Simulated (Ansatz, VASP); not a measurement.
## La2O3 in VASP and in Ansatz

Contents of INCAR:

```
SYSTEM = La2O3
ALGO     = Normal         ! electronic algorithm
EDIFF    = 1E-6           ! SCF threshold, eV
ENCUT    = 520            ! plane-wave cutoff, eV
GGA      = PS             ! functional
ISIF     = 2              ! what is computed and relaxed
ISMEAR   = 0              ! smearing method
LASPH    = .True.         ! aspherical terms in the spheres
LCHARG   = .False.        ! write CHGCAR
LREAL    = .False.        ! projectors in reciprocal space
LWAVE    = .False.        ! write WAVECAR
NBANDS   = 28             ! bands
NELM     = 60             ! most SCF steps
PREC     = Accurate       ! precision mode
SIGMA    = 0.1            ! smearing width, eV
```

KPOINTS

```
k-points
0
Gamma
  6 6 6
  0 0 0
```

File POSCAR:

```
La2O3
1.0
    6.2667800000      0.0000000000      0.0000000000
   -3.1333900000      5.4271910000      0.0000000000
    0.0000000000      0.0000000000      3.2997660000
La O
2 3
Direct
    0.3333333333      0.6666666667      0.5000000000
    0.6666666667      0.3333333333      0.5000000000
    0.4919860000      0.4919860000      0.0000000000
    0.0000000000      0.5080140000      0.0000000000
    0.5080140000      0.0000000000      0.0000000000
```

Input for Ansatz:

```yaml
crystal:
  lattice:
    - [6.26678, 0.0, 0.0]
    - [-3.13339, 5.427191, 0.0]
    - [0.0, 0.0, 3.299766]
  atoms:
    - { symbol: La, position: [0.3333333333333333, 0.6666666666666666, 0.5] }
    - { symbol: La, position: [0.6666666666666666, 0.3333333333333333, 0.5] }
    - { symbol: O, position: [0.491986, 0.491986, 0.0] }
    - { symbol: O, position: [0.0, 0.508014, 0.0] }
    - { symbol: O, position: [0.508014, 0.0, 0.0] }
basis:
  ecutwfc: 450.0
kpoints:
  mp_grid:
    grid: [6, 6, 6]
    shift: [0.0, 0.0, 0.0]
hamiltonian:
  xc: pbesol
scf:
  convergence:
    dr2_threshold: 1.0e-09
  occupations:
    method: gaussian
output:
  forces: true
  stress: true
```

Alike in both runs: task single point; functional PBEsol; k mesh 6 × 6 × 6; no spin polarisation.

|  | VASP | Ansatz |
| --- | --- | --- |
| version | VASP 6.6.1 | Ansatz 0.2.0 |
| potentials or method | VASP PAW PBE potentials, release 64 (La, O), cutoff 520 eV | plane waves, PAW |
| occupations | gaussian, width 0.1 eV | gaussian |
| valence electrons in the cell | 40 | 40 |

|  | VASP | Ansatz | Ansatz less VASP |
| --- | --- | --- | --- |
| pressure (GPa) | -1.2 | -1.1 | +0.15 |
| traceless stress, the component that is largest in VASP (GPa) | -2.56 | -2.53 | +0.024 |
| rms of the force components (eV/Å) | 0.028 | 0.027 | -0.0005 |

VASP's potentials were made for PBE, not for PBEsol. Atom by atom the forces differ by 0.000 eV/Å (rms over components). Ansatz's warnings: stress scf threshold loose.

Spin-orbit coupling is off throughout.
